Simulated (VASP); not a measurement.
Write the native input for VASP 6.6.1 that does the following.

```yaml
Task: single point
Functional: r2SCAN
Potentials_or_basis: VASP PAW PBE potentials, release 64 (B, P)
Cutoff: 520 eV
k_mesh: 10 × 10 × 10
Occupations: gaussian, width 0.05 eV
Spin: no spin polarisation
Dipole_correction: no
Further_INCAR_settings: ALGO = Normal; EDIFF = 1e-06; NBANDS = 11
```

BP:

```
B P
1.0
     0.00000    2.23424    2.26827
     2.23424    0.00000    2.26827
     2.23424    2.23424    0.00000
B P
1 1
Direct
  0.00000 0.00000 0.00000
  0.75000 0.75000 0.75000
```

This cell differs from its parent crystal: strain -0.015 along x and y, +0.000 along z.

The input as run:

POSCAR

```
BP
1.0
    0.0000000000      2.2342428123      2.2682668145
    2.2342428123      0.0000000000      2.2682668145
    2.2342428123      2.2342428123      0.0000000000
B P
1 1
Direct
    0.0000000000      0.0000000000      0.0000000000
    0.7500000000      0.7500000000      0.7500000000
```

INCAR.step1

```
SYSTEM = BP
PREC     = Accurate       ! precision mode
ENCUT    = 520            ! plane-wave cutoff, eV
ISMEAR   = 0              ! smearing method
SIGMA    = 0.05           ! smearing width, eV
LREAL    = .False.        ! projectors in reciprocal space
LASPH    = .True.         ! aspherical terms in the spheres
NELM     = 80             ! most SCF steps
NBANDS   = 11             ! bands
GGA      = PE             ! functional
ALGO     = Normal         ! electronic algorithm
EDIFF    = 1E-4           ! SCF threshold, eV
LWAVE    = .True.         ! write WAVECAR
LCHARG   = .False.        ! write CHGCAR
```

INCAR.step2

```
SYSTEM = BP
PREC     = Accurate       ! precision mode
ENCUT    = 520            ! plane-wave cutoff, eV
EDIFF    = 1E-6           ! SCF threshold, eV
ISMEAR   = 0              ! smearing method
SIGMA    = 0.05           ! smearing width, eV
LREAL    = .False.        ! projectors in reciprocal space
LASPH    = .True.         ! aspherical terms in the spheres
NELM     = 80             ! most SCF steps
ALGO     = Normal         ! electronic algorithm
ISIF     = 2              ! what is computed and relaxed
LWAVE    = .False.        ! write WAVECAR
LCHARG   = .False.        ! write CHGCAR
METAGGA  = R2SCAN         ! meta-GGA
LMIXTAU  = .True.       
NBANDS   = 11             ! bands
ISTART   = 1
```

KPOINTS

```
Automatic mesh
0
Gamma
  10 10 10
  0 0 0
```

Potentials or basis: VASP PAW PBE potentials, release 64 (B, P).

Run with:

```bash
$ cat potpaw_PBE.64/B/POTCAR potpaw_PBE.64/P/POTCAR > POTCAR
$ cp INCAR.step1 INCAR
$ mpirun -np 1 vasp_std > vasp.out
$ cp INCAR.step2 INCAR
$ mpirun -np 1 vasp_std > vasp.out
```

Results of the run:

```json
{
  "Pressure": "4.9 GPa",
  "Band gap on the k mesh": "1.28 eV (least direct gap 3.61 eV)"
}
```

Caveat: the cell differs from its parent crystal (strain -0.015 along x and y, +0.000 along z); the cell stands under pressure; the PAW data sets were made with another functional, which shifts forces and pressure a little.

Run time: 31 s on 1 thread of Intel(R) Xeon(R) 6975P-C (Granite Rapids), on a shared host, peak memory 0.15 GiB.
